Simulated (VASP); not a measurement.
# Ti (Fm-3m) in VASP: notebook

The runs below take Ti through single point, with PBEsol.

All numbers are computed with VASP 6.6.1; they aren't measurements. Logs are shortened: lines on timing, memory, paths and dates and some standing lists are left out, and cuts for length are marked.

### 1 The cell of the first run

It takes space group Fm-3m (No. 225, cubic). The conventional cell has a = 3.853 Å, b = 3.853 Å, c = 3.853 Å, α = 90.00°, β = 90.00°, γ = 90.00°. Ti (site symmetry m-3m) has 12 Ti at 2.72 Å within 3.6 Å.

### 2 Single point, PBEsol (strain -0.050 along x and y, -0.050 along z)

INCAR

```
SYSTEM = Ti
ALGO     = Normal         ! electronic algorithm
EDIFF    = 1E-6           ! SCF threshold, eV
ENCUT    = 520            ! plane-wave cutoff, eV
GGA      = PS             ! functional
ISIF     = 2              ! what is computed and relaxed
ISMEAR   = 0              ! smearing method
LASPH    = .True.         ! aspherical terms in the spheres
LCHARG   = .True.         ! write CHGCAR
LELF     = .True.         ! ELF
LREAL    = .False.        ! projectors in reciprocal space
LVHAR    = .True.       
LWAVE    = .False.        ! write WAVECAR
NBANDS   = 12             ! bands
NELM     = 100            ! most SCF steps
PREC     = Accurate       ! precision mode
SIGMA    = 0.15           ! smearing width, eV
```

KPOINTS

```
k-points
0
Gamma
  26 26 26
  0 0 0
```

POSCAR

```
Ti
1.0
    0.0000000000      1.9265250939      1.9265250939
    1.9265250939      0.0000000000      1.9265250939
    1.9265250939      1.9265250939      0.0000000000
Ti
1
Direct
    0.0000000000      0.0000000000      0.0000000000
```

Potentials or basis: VASP PAW PBE potentials, release 64 (Ti_sv).

Started as:

```console
> cat potpaw_PBE.64/Ti_sv/POTCAR > POTCAR
> mpirun -np 1 vasp_std > vasp.out
```

OUTCAR:

```text
SYSTEM = Ti
   EDIFF = 1E-6
   ENCUT = 520
   GGA = PS
   ISIF = 2
   ISMEAR = 0
   LASPH = .True.
   LREAL = .False.
   NELM = 100
   PREC = Accurate

 ion  position               nearest neighbor table
   1  0.000  0.000  0.000-

  LATTYP: Found a face centered cubic cell.
 ALAT       =     3.8530501878

  Lattice vectors:

 A1 = (   0.0000000000,   1.9265250939,   1.9265250939)
 A2 = (   1.9265250939,   0.0000000000,   1.9265250939)
 A3 = (   1.9265250939,   1.9265250939,   0.0000000000)

Analysis of symmetry for initial positions (statically):
=====================================================================
 Subroutine PRICEL returns:
 Original cell was already a primitive cell.

 Routine SETGRP: Setting up the symmetry group for a
 face centered cubic supercell.

 Subroutine GETGRP returns: Found 48 space group operations
 (whereof 48 operations were pure point group operations)
 out of a pool of 48 trial point group operations.

The static configuration has the point symmetry O_h .

Analysis of symmetry for dynamics (positions and initial velocities):
=====================================================================
 Subroutine PRICEL returns:
 Original cell was already a primitive cell.

 Routine SETGRP: Setting up the symmetry group for a
 face centered cubic supercell.

 Subroutine GETGRP returns: Found 48 space group operations
 (whereof 48 operations were pure point group operations)
 out of a pool of 48 trial point group operations.

The dynamic configuration has the point symmetry O_h .

 Subroutine INISYM returns: Found 48 space group operations
 (whereof 48 operations are pure point group operations),
 and found     1 'primitive' translations

----------------------------------------------------------------------------------------

                                     Primitive cell

  volume of cell :      14.3006

  direct lattice vectors                    reciprocal lattice vectors
     0.000000000  1.926525094  1.926525094    -0.259534642  0.259534642  0.259534642
     1.926525094  0.000000000  1.926525094     0.259534642 -0.259534642  0.259534642
     1.926525094  1.926525094  0.000000000     0.259534642  0.259534642 -0.259534642

  length of vectors
     2.724517916  2.724517916  2.724517916     0.449527186  0.449527186  0.449527186

  position of ions in fractional coordinates (direct lattice)
     0.000000000  0.000000000  0.000000000

  ion indices of the primitive-cell ions
   primitive index   ion index
                 1           1

----------------------------------------------------------------------------------------

 KPOINTS: k-points

Automatic generation of k-mesh.
 Grid dimensions read from file:
 generate k-points for:   26   26   26

 Generating k-lattice:

  Cartesian coordinates                     Fractional coordinates (reciprocal lattice)
    -0.009982102  0.009982102  0.009982102     0.038461538  0.000000000  0.000000000
     0.009982102 -0.009982102  0.009982102     0.000000000  0.038461538  0.000000000
     0.009982102  0.009982102 -0.009982102     0.000000000  0.000000000  0.038461538

  Length of vectors
     0.017289507  0.017289507  0.017289507

  Shift w.r.t. Gamma in fractional coordinates (k-lattice)
     0.000000000  0.000000000  0.000000000

 Subroutine IBZKPT returns following result:
 ===========================================

 Found    511 irreducible k-points:

 Following reciprocal coordinates:
            Coordinates               Weight
  0.000000  0.000000  0.000000      1.000000
  0.038462  0.000000  0.000000      8.000000
  0.076923  0.000000  0.000000      8.000000
  0.115385  0.000000  0.000000      8.000000
  0.153846  0.000000  0.000000      8.000000
  0.192308  0.000000  0.000000      8.000000
[... 16 lines left out ...]
  0.346154  0.038462  0.000000     24.000000
  0.384615  0.038462  0.000000     24.000000
 [... further k-points ...]
   k-points           NKPTS =    511   k-points in BZ     NKDIM =    511   number of bands    NBANDS=     12
   number of dos      NEDOS =    301   number of ions     NIONS =      1
   total plane-waves  NPLWV =   8000
   dimension x,y,z NGX =    20 NGY =   20 NGZ =   20
   dimension x,y,z NGXF=    40 NGYF=   40 NGZF=   40
   ions per type =               1
   NGX,Y,Z   is equivalent  to a cutoff of  12.20, 12.20, 12.20 a.u.
   NGXF,Y,Z  is equivalent  to a cutoff of  24.41, 24.41, 24.41 a.u.
 SYSTEM =  Ti
   PREC   = accura    normal or accurate (medium, high low for compatibility)
   ISTART =      0    job   : 0-new  1-cont  2-samecut
   ICHARG =      2    charge: 1-file 2-atom 10-const
   ISPIN  =      1    spin polarized calculation?
   LNONCOLLINEAR =      F non collinear calculations
   LSORBIT =      F    spin-orbit coupling
   LASPH  =      T    aspherical Exc in radial PAW
   ENCUT  =  520.0 eV  38.22 Ry    6.18 a.u.   5.07  5.07  5.07*2*pi/ulx,y,z
   NELM   =    100;   NELMIN=  2; NELMDL= -5     # of ELM steps
   EDIFF  = 0.1E-05   stopping-criterion for ELM
   LREAL  =      F    real-space projection
   EDIFFG = 0.1E-04   stopping-criterion for IOM
   NSW    =      0    number of steps for IOM
   IBRION =     -1    ionic relax: 0-MD 1-quasi-New 2-CG
   NFREE  =      0    steps in history (QN), initial steepest desc. (CG)
   ISIF   =      2    stress and relaxation
   ISYM   =      2    0-nonsym 1-usesym 2-fastsym
   POTIM  = 0.5000    time-step for ionic-motion
   TEBEG  =    0.0;   TEEND  =   0.0 temperature during run
   PSTRESS=    0.0 pullay stress
   NELECT =      12.0000    total number of electrons
   NUPDOWN=      -1.0000    fix difference up-down
   EMIN   =  10.00;   EMAX   =-10.00  energy-range for DOS
   EFERMI =   0.00;   METHOD = LEGACY
   ISMEAR =     0;   SIGMA  =   0.15  broadening in eV -4-tet -1-fermi 0-gaus
   EFERMI_NEDOS =   21; number of points for ismear=-14 and -15
   IALGO  =     38    algorithm
   IMIX   =      4    mixing-type and parameters
     AMIX     =   0.40;   BMIX     =  1.00
     AMIX_MAG =   1.60;   BMIX_MAG =  1.00
  volume/ion in A,a.u.               =      14.30        96.51
  Fermi-wavevector in a.u.,A,eV,Ry     =   1.544130  2.917983 32.440888  2.384338
  Thomas-Fermi vector in A             =   2.649695
   LORBIT       =      0    0 simple, 1 ext, 2 COOP (PROOUT), +10 PAW based schemes
   GGA     = PS    functional components
   LHFCALC =     F    Hartree Fock is set to
   AEXX    =    0.0000 exact exchange contribution
   IVDW    =     0    specifies the selected vdW correction
   LEPSILON=     F    determine dielectric tensor
   LRPA    =     F    only Hartree local field effects (RPA)
 non-spin polarized calculation
 Gauss-broadening in eV      SIGMA  =   0.15
  energy-cutoff  :      520.00
  volume of cell :       14.30
 maximum number of plane-waves:       393
   NGX = 11   NGY = 11   NGZ = 11

 number of electron      11.9999994 magnetization

 Free energy of the ion-electron system (eV)
  ---------------------------------------------------
  ext. energy  EPLUGINS =         0.00000000
  ---------------------------------------------------
  free energy    TOTEN  =        -8.14585080 eV

  energy without entropy =       -8.13067283  energy(sigma->0) =       -8.13826181

 E-fermi :  10.3214     XC(G=0): -12.5969

 val. band max:       10.3114152116   @ k =   0.5000   0.1154   0.0000
 cond. band min:      10.3231445235   @ k =   0.2692   0.0000   0.0000
 fundamental gap:      0.0117293119
 Fermi energy:        10.3213876210

 k-point     1 :       0.0000    0.0000    0.0000
  band No.  band energies     occupation
      1     -45.8842      2.00000
      2     -21.5212      2.00000
      3     -21.5212      2.00000
      4     -21.5212      2.00000
      5       3.8243      2.00000
      6      11.2834      0.00000
      7      11.2834      0.00000
      8      11.2834      0.00000
      9      13.3999      0.00000
     10      13.3999      0.00000
     11      26.6632      0.00000
     12      32.0914      0.00000

 k-point     2 :       0.0385    0.0000    0.0000
  band No.  band energies     occupation
      1     -45.8804      2.00000
      2     -21.5404      2.00000
      3     -21.5234      2.00000
      4     -21.5234      2.00000
      5       3.8829      2.00000
      6      11.2437      0.00000
      7      11.3064      0.00000
      8      11.3064      0.00000
      9      13.3833      0.00000
     10      13.3833      0.00000
     11      26.7353      0.00000
     12      31.6321      0.00000

 k-point     3 :       0.0769    0.0000    0.0000
  band No.  band energies     occupation
      1     -45.8691      2.00000
      2     -21.5969      2.00000
      3     -21.5301      2.00000
      4     -21.5301      2.00000
      5       4.0560      2.00000
      6      11.1310      0.00000
      7      11.3711      0.00000
      8      11.3711      0.00000
      9      13.3388      0.00000
     10      13.3388      0.00000
     11      26.9344      0.00000
     12      30.6333      0.00000
[... 286 lines left out ...]
 k-point    23 :       0.3462    0.0385    0.0000
  band No.  band energies     occupation
      1     -45.6813      2.00000
      2     -22.4710      2.00000
      3     -21.6517      2.00000
      4     -21.6367      2.00000
      5       6.8213      2.00000
      6      10.4144      0.38049
      7      11.3395      0.00000
      8      11.4417      0.00000
      9      13.9419      0.00000
     10      14.2178      0.00000
     11      23.3032      0.00000
     12      27.0490      0.00000

 k-point    24 :       0.3846    0.0385    0.0000
  band No.  band energies     occupation
      1     -45.6550      2.00000
      2     -22.5864      2.00000
      3     -21.6643      2.00000
      4     -21.6537      2.00000
      5       7.0642      2.00000
      6      10.6676      0.00110
      7      11.2403      0.00000
      8      11.3365      0.00000
      9      14.2622      0.00000
     10      14.4664      0.00000
     11      22.4009      0.00000
     12      26.6474      0.00000

 [... further k-points ...]

------------------------ aborting loop because EDIFF is reached ----------------------------------------

  FORCE on cell =-STRESS in cart. coord.  units (eV):
  Direction    XX          YY          ZZ          XY          YZ          ZX
  --------------------------------------------------------------------------------------
  -------------------------------------------------------------------------------------
  Total        1.9841010      1.9841010      1.9841010      0.0000000      0.0000000     -0.0000000
  in kB      222.2902231    222.2902231    222.2902231      0.0000000      0.0000000     -0.0000000
  external PRESSURE =     222.2902231 kB  Pullay stress =       0.0000000 kB

 VOLUME and BASIS-vectors are now :
 -----------------------------------------------------------------------------
  energy-cutoff  :      520.00
  volume of cell :       14.30
      direct lattice vectors                 reciprocal lattice vectors
     0.000000000  1.926525094  1.926525094    -0.259534642  0.259534642  0.259534642
     1.926525094  0.000000000  1.926525094     0.259534642 -0.259534642  0.259534642
     1.926525094  1.926525094  0.000000000     0.259534642  0.259534642 -0.259534642

 POSITION                                       TOTAL-FORCE (eV/Angst)
 -----------------------------------------------------------------------------------
      0.00000      0.00000      0.00000         0.000000      0.000000     -0.000000
 -----------------------------------------------------------------------------------
    total drift:                                0.000000     -0.000000      0.000000

  FREE ENERGIE OF THE ION-ELECTRON SYSTEM (eV)
  ---------------------------------------------------
  free  energy   TOTEN  =        -8.1458507951 eV

  energy  without entropy=       -8.1306728259  energy(sigma->0) =       -8.13826181
```

Run time: 62 s. Hardware: 1 thread of Intel Xeon Platinum 8488C (Sapphire Rapids), shared host; peak memory 0.19 GiB.

Results:

| Property | Result |
| --- | --- |
| Free energy | -8.1459 eV |
| Pressure | 22.2 GPa |
| Band gap on the k mesh | zero (band 6 reaches 11.28 eV, above the bottom of band 7 at 9.69 eV) |

Levels at points of the mesh, in eV from the Fermi level:
```csv
k point,band 4,band 5,band 6,band 7,band 8,band 9
"(0.00, 0.00, 0.00)",-31.84,-6.50,0.96,0.96,0.96,3.08
"(0.50, 0.00, 0.00)",-32.00,-3.08,0.78,0.78,1.28,4.50
"(0.50, 0.50, 0.00)",-32.27,-3.36,-2.34,3.92,4.48,4.88
```

Caveat: the cell differs from its parent crystal (strain -0.050 along x and y, -0.050 along z); the PAW data sets were made with another functional, which shifts forces and pressure a little.

### 3 Single point, PBEsol

INCAR

```
ALGO = Normal ; EDIFF = 1E-7
ENCUT = 520 ; GGA = PS
ISIF = 2 ; ISMEAR = 0
LASPH = T ; LCHARG = F
LREAL = F ; LWAVE = F
NBANDS = 12 ; NELM = 60
PREC = Accurate ; SIGMA = 0.15
```

KPOINTS

```
k-points
0
Gamma
  26 26 26
```

POSCAR is that of step 2.

Potentials or basis: VASP PAW PBE potentials, release 64 (Ti_sv).

Started as:

```console
> cat potpaw_PBE.64/Ti_sv/POTCAR > POTCAR
> mpirun -np 1 vasp_std > vasp.out
```

It took 71 s on 1 thread of Intel Xeon Platinum 8488C (Sapphire Rapids), shared host; peak memory 0.19 GiB.

Results (log left out):

* Free energy: -8.1459 eV
* Pressure: 22.2 GPa
* Band gap on the k mesh: zero (band 6 reaches 11.28 eV, above the bottom of band 7 at 9.69 eV)

Levels at points of the mesh, in eV from the Fermi level:
```csv
k point,band 2,band 3,band 4,band 5,band 6,band 7,band 8,band 9,band 10,band 11
"(0.00, 0.00, 0.00)",-31.84,-31.84,-31.84,-6.50,0.96,0.96,0.96,3.08,3.08,16.34
"(0.50, 0.00, 0.00)",-33.10,-32.00,-32.00,-3.08,0.78,0.78,1.28,4.50,4.50,10.43
"(0.50, 0.50, 0.00)",-33.00,-32.27,-32.27,-3.36,-2.34,3.92,4.48,4.88,4.88,13.03
```

Caveat: the PAW data sets were made with another functional, which shifts forces and pressure a little.

(Part 1 of 3 ends here.)
